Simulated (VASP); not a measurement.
Mg, 2 atoms in the cell. It takes space group P6_3/mmc (No. 194, hexagonal). The conventional cell has a = 3.209 Å, b = 3.209 Å, c = 5.210 Å, α = 90.00°, β = 90.00°, γ = 120.00°. Within 4.2 Å of Mg (site symmetry -6m2) lie 12 Mg at 3.20 to 3.21 Å. 

| Quantity | Value |
| --- | --- |
| Program | VASP 6.6.1 |
| Task | relaxation of cell and atoms |
| Functional | revPBE |
| Potentials or basis | VASP PAW PBE potentials, release 64 (Mg) |
| Cutoff | 600 eV |
| k mesh | 10 × 10 × 5 |
| Occupations | fermi-dirac, width 0.05 eV |
| Spin | no spin polarisation |
| Dipole correction | no |
| Further INCAR settings | ALGO = Normal; EDIFF = 1e-06; IBRION = 2; EDIFFG = -0.005; NSW = 80; ISIF = 3 |

Potentials or basis: VASP PAW PBE potentials, release 64 (Mg).

Launch:

```sh
$ cat potpaw_PBE.64/Mg/POTCAR > POTCAR
$ mpirun -np 1 vasp_std > vasp.out
```

Hardware: 1 thread of AMD EPYC 7R43 64-Core Processor (Zen 3) (shared host).

**Question.** How long does it take, and how much memory?

**Answer.** Wall time 82 s on 1 thread of AMD EPYC 7R43 64-Core Processor (Zen 3) (shared host), peak memory 0.15 GiB. Counts: scf iterations 30, k points 42, ion steps 7.
